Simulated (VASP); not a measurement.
# NaCl (P6_3/mmc) in VASP: further runs, part 2 of 2

VASP 6.6.1. The steps go on from the part before.

## (4) Single point, r2SCAN

Contents of POSCAR:

```
NaCl
1.0
    3.8922715004      0.0000000000      0.0000000000
   -1.9461357502      3.3708059977      0.0000000000
    0.0000000000      0.0000000000      6.7368164122
Na Cl
2 2
Direct
    0.0000000000      0.0000000000      0.0000000000
    0.0000000000      0.0000000000      0.5000000000
    0.3333333333      0.6666666667      0.2500000000
    0.6666666667      0.3333333333      0.7500000000
```

Contents of INCAR.step1:

```
  PREC = Accurate
  ENCUT = 520
  ISMEAR = 0
  SIGMA = 0.01
  LREAL = False
  LASPH = True
  NELM = 60
  NBANDS = 22
  GGA = PE
  ALGO = Normal
  EDIFF = 1E-4
  LWAVE = True
  LCHARG = False
```

Contents of INCAR.step2:

```
  PREC = Accurate
  ENCUT = 520
  EDIFF = 1E-6
  ISMEAR = 0
  SIGMA = 0.01
  LREAL = False
  LASPH = True
  NELM = 60
  ALGO = Normal
  ISIF = 2
  LWAVE = False
  LCHARG = False
  METAGGA = R2SCAN
  LMIXTAU = True
  NBANDS = 22
  ISTART = 1
```

Contents of KPOINTS:

```
regular mesh
0
Gamma
  6 6 4
```

Potentials or basis: VASP PAW PBE potentials, release 64 (Na_pv, Cl).

Started as:

```console
cat potpaw_PBE.64/Na_pv/POTCAR potpaw_PBE.64/Cl/POTCAR > POTCAR
cp INCAR.step1 INCAR
mpirun -np 1 vasp_std > vasp.out
cp INCAR.step2 INCAR
mpirun -np 1 vasp_std > vasp.out
```

OUTCAR:

```text
PREC = Accurate
   ENCUT = 520
   EDIFF = 1E-6
   ISMEAR = 0
   LREAL = False
   LASPH = True
   NELM = 60
   ISIF = 2
   METAGGA = R2SCAN
   ISTART = 1

 ion  position               nearest neighbor table
   1  0.000  0.000  0.000-
   2  0.000  0.000  0.500-
   3  0.333  0.667  0.250-
   4  0.667  0.333  0.750-

  LATTYP: Found a hexagonal cell.
 ALAT       =     3.8922715004
 C/A-ratio  =     1.7308187292

  Lattice vectors:

 A1 = (   3.8922715004,   0.0000000000,   0.0000000000)
 A2 = (  -1.9461357502,   3.3708059977,   0.0000000000)
 A3 = (   0.0000000000,   0.0000000000,   6.7368164122)

Analysis of symmetry for initial positions (statically):
=====================================================================
 Subroutine PRICEL returns:
 Original cell was already a primitive cell.

 Routine SETGRP: Setting up the symmetry group for a
 hexagonal supercell.

 Subroutine GETGRP returns: Found 24 space group operations
 (whereof 12 operations were pure point group operations)
 out of a pool of 24 trial point group operations.

The static configuration has the point symmetry D_3d.
 The point group associated with its full space group is D_6h.

Analysis of symmetry for dynamics (positions and initial velocities):
=====================================================================
 Subroutine PRICEL returns:
 Original cell was already a primitive cell.

 Routine SETGRP: Setting up the symmetry group for a
 hexagonal supercell.

 Subroutine GETGRP returns: Found 24 space group operations
 (whereof 12 operations were pure point group operations)
[... 115 lines left out ...]
   NUPDOWN=      -1.0000    fix difference up-down
   EMIN   =  10.00;   EMAX   =-10.00  energy-range for DOS
   EFERMI =   0.00;   METHOD = LEGACY
   ISMEAR =     0;   SIGMA  =   0.01  broadening in eV -4-tet -1-fermi 0-gaus
   EFERMI_NEDOS =   21; number of points for ismear=-14 and -15
   IALGO  =     38    algorithm
   IMIX   =      4    mixing-type and parameters
     AMIX     =   0.40;   BMIX     =  1.00
     AMIX_MAG =   1.60;   BMIX_MAG =  1.00
  volume/ion in A,a.u.               =      22.10       149.12
  Fermi-wavevector in a.u.,A,eV,Ry     =   1.115999  2.108932 16.945415  1.245453
  Thomas-Fermi vector in A             =   2.252608
   LORBIT       =      0    0 simple, 1 ext, 2 COOP (PROOUT), +10 PAW based schemes
   METAGGA = R2SCAN    functional components
   LHFCALC =     F    Hartree Fock is set to
   AEXX    =    0.0000 exact exchange contribution
   IVDW    =     0    specifies the selected vdW correction
   LEPSILON=     F    determine dielectric tensor
   LRPA    =     F    only Hartree local field effects (RPA)
 non-spin polarized calculation
 Gauss-broadening in eV      SIGMA  =   0.01
  energy-cutoff  :      520.00
  volume of cell :       88.39
 maximum number of plane-waves:      2419
 NGX is ok and might be reduce to    30
   NGX = 15   NGY = 15   NGZ = 25

 number of electron      27.9999995 magnetization

 Free energy of the ion-electron system (eV)
  ---------------------------------------------------
  ext. energy  EPLUGINS =         0.00000000
  ---------------------------------------------------
  free energy    TOTEN  =       -27.47088758 eV

  energy without entropy =      -27.47088758  energy(sigma->0) =      -27.47088758

 E-fermi :  -0.9056     XC(G=0):  -8.7094

 val. band max:       -0.9924988988   @ k =   0.0000   0.0000   0.0000
 cond. band min:       4.8937276029   @ k =   0.0000   0.0000   0.0000
 fundamental gap:      5.8862265017
 Fermi energy:        -0.9056254139

 k-point     1 :       0.0000    0.0000    0.0000
  band No.  band energies     occupation
      1     -22.7011      2.00000
      2     -22.6471      2.00000
      3     -22.6469      2.00000
      4     -22.6408      2.00000
      5     -22.6406      2.00000
      6     -22.6383      2.00000
[... 514 lines left out ...]
     21      11.2812      0.00000
     22      11.2812      0.00000

------------------------ aborting loop because EDIFF is reached ----------------------------------------

  FORCE on cell =-STRESS in cart. coord.  units (eV):
  Direction    XX          YY          ZZ          XY          YZ          ZX
  --------------------------------------------------------------------------------------
  -------------------------------------------------------------------------------------
  Total       -0.0822991     -0.0822991     -0.1440149      0.0000000      0.0000000      0.0000000
  in kB       -1.4918110     -1.4918110     -2.6105172      0.0000000      0.0000000      0.0000000
  external PRESSURE =      -1.8647131 kB  Pullay stress =       0.0000000 kB

 VOLUME and BASIS-vectors are now :
 -----------------------------------------------------------------------------
  energy-cutoff  :      520.00
  volume of cell :       88.39
      direct lattice vectors                 reciprocal lattice vectors
     3.892271500  0.000000000  0.000000000     0.256919385  0.148332476  0.000000000
    -1.946135750  3.370805998  0.000000000     0.000000000  0.296664952  0.000000000
     0.000000000  0.000000000  6.736816412     0.000000000  0.000000000  0.148438066

 POSITION                                       TOTAL-FORCE (eV/Angst)
 -----------------------------------------------------------------------------------
      0.00000      0.00000      0.00000        -0.000000      0.000000      0.000000
      0.00000      0.00000      3.36841        -0.000000      0.000000      0.000000
     -0.00000      2.24720      1.68420        -0.000000      0.000000     -0.000000
      1.94614      1.12360      5.05261         0.000000     -0.000000      0.000000
 -----------------------------------------------------------------------------------
    total drift:                               -0.000000      0.000000     -0.000000

  FREE ENERGIE OF THE ION-ELECTRON SYSTEM (eV)
  ---------------------------------------------------
  free  energy   TOTEN  =       -27.4708875770 eV

  energy  without entropy=      -27.4708875770  energy(sigma->0) =      -27.47088758
```

OSZICAR.step1:

```text
N       E                     dE             d eps       ncg     rms          rms(c)
DAV:   1     0.257910657232E+03    0.25791E+03   -0.13981E+04   948   0.131E+03
DAV:   2     0.111604601574E+02   -0.24675E+03   -0.23241E+03  1042   0.349E+02
DAV:   3    -0.131884015404E+02   -0.24349E+02   -0.24178E+02  1152   0.111E+02
DAV:   4    -0.138147062568E+02   -0.62630E+00   -0.62555E+00  1086   0.199E+01
DAV:   5    -0.138334114247E+02   -0.18705E-01   -0.18704E-01  1246   0.328E+00    0.306E+00
DAV:   6    -0.134514251289E+02    0.38199E+00   -0.70517E-01  1122   0.423E+00    0.229E+00
DAV:   7    -0.134264379502E+02    0.24987E-01   -0.16089E-01  1198   0.202E+00    0.159E+00
DAV:   8    -0.134380633451E+02   -0.11625E-01   -0.21099E-02   990   0.114E+00    0.412E-01
DAV:   9    -0.134377202487E+02    0.34310E-03   -0.72106E-04  1184   0.188E-01    0.133E-01
DAV:  10    -0.134380967933E+02   -0.37654E-03   -0.63328E-04  1002   0.179E-01    0.361E-02
DAV:  11    -0.134380927319E+02    0.40614E-05   -0.18122E-05   662   0.437E-02
   1 F= -.13438093E+02 E0= -.13438093E+02  d E =-.203573E-35
```

It took 2.3 min on 1 thread of Intel Xeon Platinum 8559C (Emerald Rapids), shared host; peak memory 0.21 GiB.

Results:

- Free energy: -27.4709 eV
- Pressure: -0.2 GPa
- Band gap on the k mesh: 5.89 eV, direct

Caveat: the PAW data sets were made with another functional, which shifts forces and pressure a little.
